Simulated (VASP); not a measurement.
# Ca (Im-3m) in VASP: notebook

The runs below take Ca through single point, with r2SCAN+rVV10, revPBE+D3(BJ), PBE.

Everything below comes from runs of VASP 6.6.1. Logs are shortened: lines on timing, memory, paths and dates and some standing lists are left out, and cuts for length are marked.

## Step 1: The cell of the first run

It takes space group Im-3m (No. 229, cubic). Conventional cell: a = 4.480 Å, b = 4.480 Å, c = 4.480 Å, α = 90.00°, β = 90.00°, γ = 90.00°. Ca (site symmetry m-3m) has 14 Ca at 3.88 to 4.48 Å within 5.1 Å.

## Step 2: Single point, r2SCAN+rVV10

POSCAR

```
Ca
1.0
   -2.2400000000      2.2400000000      2.2400000000
    2.2400000000     -2.2400000000      2.2400000000
    2.2400000000      2.2400000000     -2.2400000000
Ca
1
Direct
    0.0000000000      0.0000000000      0.0000000000
```

INCAR.step1

```
SYSTEM = Ca
PREC = Accurate
ENCUT = 520
ISMEAR = 0
SIGMA = 0.01
LREAL = .FALSE.
LASPH = .TRUE.
NELM = 80
NBANDS = 11
GGA = PE
ALGO = Normal
EDIFF = 1E-4
LWAVE = .TRUE.
LCHARG = .FALSE.
```

INCAR.step2

```
SYSTEM = Ca
PREC = Accurate
ENCUT = 520
EDIFF = 1E-7
ISMEAR = 0
SIGMA = 0.01
LREAL = .FALSE.
LASPH = .TRUE.
NELM = 80
ALGO = Normal
ISIF = 2
LWAVE = .FALSE.
LCHARG = .FALSE.
METAGGA = R2SCAN
LMIXTAU = .TRUE.
LUSE_VDW = .TRUE.
IVDW_NL = 2
BPARAM = 11.95
CPARAM = 0.0093
NBANDS = 11
ISTART = 1
```

KPOINTS

```
regular mesh
0
G
  6 6 6
  0 0 0
```

Potentials or basis: VASP PAW PBE potentials, release 64 (Ca_sv).

Started as:

```sh
cat potpaw_PBE.64/Ca_sv/POTCAR > POTCAR
cp INCAR.step1 INCAR
mpirun -np 1 vasp_std > vasp.out
cp INCAR.step2 INCAR
mpirun -np 1 vasp_std > vasp.out
```

OUTCAR:

```text
SYSTEM = Ca
   PREC = Accurate
   ENCUT = 520
   EDIFF = 1E-7
   ISMEAR = 0
   LREAL = .FALSE.
   LASPH = .TRUE.
   NELM = 80
   ISIF = 2
   METAGGA = R2SCAN
   IVDW_NL = 2
   BPARAM = 11.95
   ISTART = 1

 ion  position               nearest neighbor table
   1  0.000  0.000  0.000-

  LATTYP: Found a body centered cubic cell.
 ALAT       =     4.4800000000

  Lattice vectors:

 A1 = (  -2.2400000000,   2.2400000000,   2.2400000000)
 A2 = (   2.2400000000,  -2.2400000000,   2.2400000000)
 A3 = (   2.2400000000,   2.2400000000,  -2.2400000000)

Analysis of symmetry for initial positions (statically):
=====================================================================
 Subroutine PRICEL returns:
 Original cell was already a primitive cell.

 Routine SETGRP: Setting up the symmetry group for a
 body centered cubic supercell.

 Subroutine GETGRP returns: Found 48 space group operations
 (whereof 48 operations were pure point group operations)
 out of a pool of 48 trial point group operations.

The static configuration has the point symmetry O_h .

Analysis of symmetry for dynamics (positions and initial velocities):
=====================================================================
 Subroutine PRICEL returns:
 Original cell was already a primitive cell.

 Routine SETGRP: Setting up the symmetry group for a
 body centered cubic supercell.

 Subroutine GETGRP returns: Found 48 space group operations
 (whereof 48 operations were pure point group operations)
 out of a pool of 48 trial point group operations.

The dynamic configuration has the point symmetry O_h .

 Subroutine INISYM returns: Found 48 space group operations
 (whereof 48 operations are pure point group operations),
 and found     1 'primitive' translations

----------------------------------------------------------------------------------------

                                     Primitive cell

  volume of cell :      44.9577

  direct lattice vectors                    reciprocal lattice vectors
    -2.240000000  2.240000000  2.240000000     0.000000000  0.223214286  0.223214286
     2.240000000 -2.240000000  2.240000000     0.223214286  0.000000000  0.223214286
     2.240000000  2.240000000 -2.240000000     0.223214286  0.223214286  0.000000000

  length of vectors
     3.879793809  3.879793809  3.879793809     0.315672670  0.315672670  0.315672670

  position of ions in fractional coordinates (direct lattice)
     0.000000000  0.000000000  0.000000000

  ion indices of the primitive-cell ions
   primitive index   ion index
                 1           1

----------------------------------------------------------------------------------------

 KPOINTS: regular mesh

Automatic generation of k-mesh.
 Grid dimensions read from file:
 generate k-points for:    6    6    6

 Generating k-lattice:

  Cartesian coordinates                     Fractional coordinates (reciprocal lattice)
     0.000000000  0.037202381  0.037202381     0.166666667  0.000000000  0.000000000
     0.037202381  0.000000000  0.037202381     0.000000000  0.166666667  0.000000000
     0.037202381  0.037202381  0.000000000     0.000000000  0.000000000  0.166666667

  Length of vectors
     0.052612112  0.052612112  0.052612112

  Shift w.r.t. Gamma in fractional coordinates (k-lattice)
     0.000000000  0.000000000  0.000000000

 Subroutine IBZKPT returns following result:
 ===========================================

 Found     16 irreducible k-points:

 Following reciprocal coordinates:
            Coordinates               Weight
  0.000000  0.000000  0.000000      1.000000
  0.166667  0.000000  0.000000     12.000000
  0.333333  0.000000  0.000000     12.000000
  0.500000  0.000000  0.000000      6.000000
  0.166667  0.166667  0.000000     24.000000
  0.333333  0.166667  0.000000     48.000000
[... 8 lines left out ...]
  0.500000  0.500000  0.333333     12.000000
  0.500000  0.500000  0.500000      1.000000
   k-points           NKPTS =     16   k-points in BZ     NKDIM =     16   number of bands    NBANDS=     11
   number of dos      NEDOS =    301   number of ions     NIONS =      1
   total plane-waves  NPLWV =  27000
   dimension x,y,z NGX =    30 NGY =   30 NGZ =   30
   dimension x,y,z NGXF=    60 NGYF=   60 NGZF=   60
   ions per type =               1
   NGX,Y,Z   is equivalent  to a cutoff of  12.85, 12.85, 12.85 a.u.
   NGXF,Y,Z  is equivalent  to a cutoff of  25.71, 25.71, 25.71 a.u.
 SYSTEM =  Ca
   PREC   = accura    normal or accurate (medium, high low for compatibility)
   ISTART =      1    job   : 0-new  1-cont  2-samecut
   ICHARG =      0    charge: 1-file 2-atom 10-const
   ISPIN  =      1    spin polarized calculation?
   LNONCOLLINEAR =      F non collinear calculations
   LSORBIT =      F    spin-orbit coupling
   LASPH  =      T    aspherical Exc in radial PAW
   ENCUT  =  520.0 eV  38.22 Ry    6.18 a.u.   7.21  7.21  7.21*2*pi/ulx,y,z
   NELM   =     80;   NELMIN=  2; NELMDL=  0     # of ELM steps
   EDIFF  = 0.1E-06   stopping-criterion for ELM
   LREAL  =      F    real-space projection
   EDIFFG = 0.1E-05   stopping-criterion for IOM
   NSW    =      0    number of steps for IOM
   IBRION =     -1    ionic relax: 0-MD 1-quasi-New 2-CG
   NFREE  =      0    steps in history (QN), initial steepest desc. (CG)
   ISIF   =      2    stress and relaxation
   ISYM   =      2    0-nonsym 1-usesym 2-fastsym
   POTIM  = 0.5000    time-step for ionic-motion
   TEBEG  =    0.0;   TEEND  =   0.0 temperature during run
   PSTRESS=    0.0 pullay stress
   NELECT =      10.0000    total number of electrons
   NUPDOWN=      -1.0000    fix difference up-down
   EMIN   =  10.00;   EMAX   =-10.00  energy-range for DOS
   EFERMI =   0.00;   METHOD = LEGACY
   ISMEAR =     0;   SIGMA  =   0.01  broadening in eV -4-tet -1-fermi 0-gaus
   EFERMI_NEDOS =   21; number of points for ismear=-14 and -15
   IALGO  =     38    algorithm
   IMIX   =      4    mixing-type and parameters
     AMIX     =   0.40;   BMIX     =  1.00
     AMIX_MAG =   1.60;   BMIX_MAG =  1.00
  volume/ion in A,a.u.               =      44.96       303.39
  Fermi-wavevector in a.u.,A,eV,Ry     =   0.991913  1.874443 13.386649  0.983891
  Thomas-Fermi vector in A             =   2.123688
   LORBIT       =      0    0 simple, 1 ext, 2 COOP (PROOUT), +10 PAW based schemes
   METAGGA = R2SCAN    functional components
   LHFCALC =     F    Hartree Fock is set to
   AEXX    =    0.0000 exact exchange contribution
   IVDW_NL    =     2    kernel type
   BPARAM     =11.9500
   IVDW    =     0    specifies the selected vdW correction
   LEPSILON=     F    determine dielectric tensor
   LRPA    =     F    only Hartree local field effects (RPA)
 non-spin polarized calculation
 Gauss-broadening in eV      SIGMA  =   0.01
  energy-cutoff  :      520.00
  volume of cell :       44.96
 maximum number of plane-waves:      1264
 NGX is ok and might be reduce to    30
   NGX = 15   NGY = 15   NGZ = 15

 number of electron      10.0000002 magnetization

 Free energy of the ion-electron system (eV)
  ---------------------------------------------------
  ext. energy  EPLUGINS =         0.00000000
  ---------------------------------------------------
  free energy    TOTEN  =        -6.72527343 eV

  energy without entropy =       -6.72502376  energy(sigma->0) =       -6.72514859

 E-fermi :   1.8231     XC(G=0):  -8.0345

 val. band max:        1.7663624360   @ k =   0.3333   0.1667   0.1667
 cond. band min:       1.8278912625   @ k =   0.3333   0.1667   0.1667
 fundamental gap:      0.0615288265
 Fermi energy:         1.8231218936

 k-point     1 :       0.0000    0.0000    0.0000
  band No.  band energies     occupation
      1     -42.1780      2.00000
      2     -22.2106      2.00000
      3     -22.2106      2.00000
      4     -22.2106      2.00000
      5      -2.4397      2.00000
      6       4.3613      0.00000
      7       4.3613      0.00000
      8       4.3613      0.00000
      9       5.4049      0.00000
     10       5.4049      0.00000
     11      12.2427      0.00000

 k-point     2 :       0.1667    0.0000    0.0000
  band No.  band energies     occupation
      1     -42.1751      2.00000
      2     -22.2405      2.00000
      3     -22.2206      2.00000
      4     -22.2105      2.00000
      5      -1.9417      2.00000
      6       4.0462      0.00000
      7       4.0734      0.00000
      8       4.7229      0.00000
      9       5.1980      0.00000
     10       5.4199      0.00000
     11      11.1193      0.00000

 k-point     3 :       0.3333    0.0000    0.0000
  band No.  band energies     occupation
      1     -42.1692      2.00000
      2     -22.2996      2.00000
      3     -22.2404      2.00000
      4     -22.2104      2.00000
      5      -0.5783      2.00000
      6       2.8955      0.00000
      7       3.5837      0.00000
      8       5.2974      0.00000
      9       5.5465      0.00000
     10       5.6696      0.00000
     11       8.4745      0.00000

 k-point     4 :       0.5000    0.0000    0.0000
  band No.  band energies     occupation
      1     -42.1663      2.00000
      2     -22.3287      2.00000
      3     -22.2503      2.00000
      4     -22.2104      2.00000
      5       0.9497      2.00000
      6       1.5920      2.00000
      7       3.3700      0.00000
      8       5.3080      0.00000
      9       5.6774      0.00000
     10       6.4021      0.00000
     11       7.3595      0.00000

 k-point     5 :       0.1667    0.1667    0.0000
  band No.  band energies     occupation
      1     -42.1707      2.00000
      2     -22.2807      2.00000
      3     -22.2329      2.00000
      4     -22.2174      2.00000
      5      -1.0053      2.00000
      6       3.3776      0.00000
      7       3.6276      0.00000
      8       5.0957      0.00000
      9       5.3831      0.00000
     10       5.6008      0.00000
     11       9.5523      0.00000
[... 99 lines left out ...]
 k-point    13 :      -0.3333    0.5000    0.1667
  band No.  band energies     occupation
      1     -42.1629      2.00000
      2     -22.3059      2.00000
      3     -22.2797      2.00000
      4     -22.2410      2.00000
      5       1.2344      2.00000
      6       2.3300      0.00000
      7       3.3449      0.00000
      8       4.9049      0.00000
      9       5.4026      0.00000
     10       6.4377      0.00000
     11       7.3903      0.00000

 k-point    14 :      -0.3333    0.3333    0.3333
  band No.  band energies     occupation
      1     -42.1620      2.00000
      2     -22.2883      2.00000
      3     -22.2735      2.00000
      4     -22.2735      2.00000
      5       0.8913      2.00000
      6       2.6611      0.00000
      7       4.4238      0.00000
      8       4.4238      0.00000
      9       5.1642      0.00000
     10       5.6783      0.00000
     11       8.5880      0.00000

 k-point    15 :       0.5000    0.5000    0.3333
  band No.  band energies     occupation
      1     -42.1596      2.00000
      2     -22.3040      2.00000
      3     -22.2845      2.00000
      4     -22.2747      2.00000
      5       1.8585      0.00000
      6       2.0433      0.00000
      7       4.3328      0.00000
      8       4.5933      0.00000
      9       5.7846      0.00000
     10       6.2391      0.00000
     11       6.9527      0.00000

 k-point    16 :       0.5000    0.5000    0.5000
  band No.  band energies     occupation
      1     -42.1573      2.00000
      2     -22.2959      2.00000
      3     -22.2959      2.00000
      4     -22.2959      2.00000
      5       1.9939      0.00000
      6       1.9939      0.00000
      7       5.6950      0.00000
      8       5.6950      0.00000
      9       5.6950      0.00000
     10       6.1864      0.00000
     11       6.1864      0.00000

------------------------ aborting loop because EDIFF is reached ----------------------------------------

  FORCE on cell =-STRESS in cart. coord.  units (eV):
  Direction    XX          YY          ZZ          XY          YZ          ZX
  --------------------------------------------------------------------------------------
  -------------------------------------------------------------------------------------
  Total       -0.1851791     -0.1851791     -0.1851791     -0.0000000      0.0000000     -0.0000000
  in kB       -6.5993100     -6.5993100     -6.5993100     -0.0000000      0.0000000     -0.0000000
  external PRESSURE =      -6.5993100 kB  Pullay stress =       0.0000000 kB

 VOLUME and BASIS-vectors are now :
 -----------------------------------------------------------------------------
  energy-cutoff  :      520.00
  volume of cell :       44.96
      direct lattice vectors                 reciprocal lattice vectors
    -2.240000000  2.240000000  2.240000000     0.000000000  0.223214286  0.223214286
     2.240000000 -2.240000000  2.240000000     0.223214286  0.000000000  0.223214286
     2.240000000  2.240000000 -2.240000000     0.223214286  0.223214286  0.000000000

 POSITION                                       TOTAL-FORCE (eV/Angst)
 -----------------------------------------------------------------------------------
      0.00000      0.00000      0.00000         0.000000     -0.000000     -0.000000
 -----------------------------------------------------------------------------------
    total drift:                               -0.000000     -0.000000      0.000000

  FREE ENERGIE OF THE ION-ELECTRON SYSTEM (eV)
  ---------------------------------------------------
  free  energy   TOTEN  =        -6.7252734278 eV

  energy  without entropy=       -6.7250237580  energy(sigma->0) =       -6.72514859
```

Wall time 91 s (1 thread of AMD EPYC 7R13, shared host); peak memory 0.25 GiB.

What came out:

- Free energy: -6.7253 eV
- Pressure: -0.7 GPa
- Band gap on the k mesh: zero (band 5 reaches 1.99 eV, above the bottom of band 6 at 1.59 eV)

Caveat: the PAW data sets were made with another functional, which shifts forces and pressure a little.

## Step 3: Single point, revPBE+D3(BJ)

INCAR

```
  PREC = Accurate
  ENCUT = 520
  EDIFF = 1E-6
  ISMEAR = 1
  SIGMA = 0.1
  LREAL = False
  LASPH = True
  NELM = 80
  ALGO = Fast
  ISIF = 2
  LWAVE = False
  LCHARG = False
  GGA = RE
  IVDW = 12
  NBANDS = 11
```

KPOINTS

```
Automatic mesh
0
Gamma
  8 8 8
```

POSCAR is that of step 2.

Potentials or basis: VASP PAW PBE potentials, release 64 (Ca_sv).

Started as:

```sh
cat potpaw_PBE.64/Ca_sv/POTCAR > POTCAR
mpirun -np 1 vasp_std > vasp.out
```

Run time: 26 s. Hardware: 1 thread of AMD EPYC 7R13, shared host; peak memory 0.14 GiB.

Results (log left out):

```
Free energy                : -2.1371 eV
Pressure                   : -1.6 GPa
Band gap on the k mesh     : zero (band 5 reaches 2.18 eV, above the bottom of band 6 at 1.75 eV)
Dispersion energy per atom : -0.392 eV
```

Levels at points of the mesh, in eV from the Fermi level:
```
           k point  band 3  band 4  band 5  band 6  band 7  band 8
(0.00, 0.00, 0.00)  -23.16  -23.16   -3.92    2.27    2.27    2.27
(0.50, 0.00, 0.00)  -23.19  -23.16   -0.82   -0.07    1.37    3.15
(0.50, 0.50, 0.50)  -23.24  -23.24    0.15    0.15    3.71    3.71
```

Caveat: three body term missing; the PAW data sets were made with another functional, which shifts forces and pressure a little; pairwise dispersion overbinds metals, which lowers pressure and volume.

## Step 4: Single point, PBE

INCAR

```
SYSTEM = Ca
PREC = Accurate ; ENCUT = 520
EDIFF = 1E-7 ; ISMEAR = 0
SIGMA = 0.05 ; LREAL = .FALSE.
LASPH = .TRUE. ; NELM = 80
ALGO = Normal ; ISIF = 2
LWAVE = .FALSE. ; LCHARG = .TRUE.
GGA = PE ; LELF = .TRUE.
LVHAR = .TRUE. ; NBANDS = 11
```

KPOINTS

```
regular mesh
0
G
  8 8 8
  0 0 0
```

POSCAR

```
Ca
1.0
    3.8797938100      0.0000000000      0.0000000000
   -1.2932646030      3.6579046836      0.0000000000
   -1.2932646030     -1.8289523412      3.1678383810
Ca
1
Direct
    0.0000000000      0.0000000000      0.0000000000
```

Started as:

```sh
cat potpaw_PBE.64/Ca_sv/POTCAR > POTCAR
mpirun -np 1 vasp_std > vasp.out
```

Run time: 23 s. Hardware: 1 thread of Intel Xeon 8259CL, shared host; peak memory 0.17 GiB.

It converged, with:

```yaml
Free_energy: -1.9038 eV
Pressure: -1.0 GPa
Band_gap_on_the_k_mesh: zero (band 5 reaches 2.10 eV, above the bottom of band 6 at 1.69 eV)
```

Levels at points of the mesh, in eV from the Fermi level:
```tsv
k point	band 1	band 2	band 3	band 4	band 5	band 6	band 7	band 8	band 9	band 10
(0.00, 0.00, 0.00)	-42.19	-23.11	-23.11	-23.11	-3.94	2.22	2.22	2.22	3.21	3.21
(0.50, 0.00, 0.00)	-42.18	-23.23	-23.15	-23.11	-0.85	-0.06	1.33	3.10	3.46	4.15
(0.50, 0.50, 0.50)	-42.17	-23.20	-23.20	-23.20	0.13	0.13	3.69	3.69	3.69	3.95
```

## Step 5: The runs side by side

| level | k mesh | smearing | gap on the mesh (eV) | pressure (GPa) |
| --- | --- | --- | --- | --- |
| r2SCAN+rVV10 | 6 × 6 × 6 | gaussian 0.01 eV | none | -0.7 |
| revPBE+D3(BJ) | 8 × 8 × 8 | methfessel-paxton 0.1 eV | none | -1.6 |
| PBE | 8 × 8 × 8 | gaussian 0.05 eV | none | -1.0 |

Alike in all rows: task single point; potentials or basis VASP PAW PBE potentials, release 64 (Ca_sv); no spin polarisation; cell a = 3.880 Å, angles 109.5°, 1 atom; cutoff (eV) 520.

Caveats: the PAW data sets were made with another functional, which shifts forces and pressure a little (some runs); three body term missing (some runs); pairwise dispersion overbinds metals, which lowers pressure and volume (some runs).

Absolute energies hang on the potentials; compare differences alone.
